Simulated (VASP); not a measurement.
Input of a VASP 6.6.1 run:

The input INCAR:

```
PREC = Accurate
ENCUT = 520
EDIFF = 1E-7
ISMEAR = 0
SIGMA = 0.03
LREAL = False
LASPH = True
NELM = 80
ALGO = Normal
ISIF = 2
LWAVE = False
LCHARG = False
GGA = PE
NBANDS = 17
```

The input KPOINTS:

```
regular mesh
0
Gamma
  10 10 10
```

Contents of POSCAR:

```
SnTe
1.0
    0.0000000000      3.2863243794      3.2863243794
    3.2863243794      0.0000000000      3.2863243794
    3.2863243794      3.2863243794      0.0000000000
Sn Te
1 1
Direct
    0.0086084016     -0.0086084016     -0.0086084016
    0.4919913530      0.5080086470      0.5080086470
```

Potentials or basis: VASP PAW PBE potentials, release 64 (Sn_d, Te).

Run with:

```bash
$ cat potpaw_PBE.64/Sn_d/POTCAR potpaw_PBE.64/Te/POTCAR > POTCAR
$ mpirun -np 1 vasp_std > vasp.out
```

(1) What does it give for the band gap on the k mesh?

(2) Predict the largest force.

Answers

(1) 0.36 eV.

(2) 0.070 eV/Å.

Caveat: the cell differs from its parent crystal (atoms displaced along a vibrational mode, the cell strained); semilocal functionals underestimate gaps, and a narrow one can read as zero; spin-orbit coupling is left out, which moves the levels of the heavy elements.
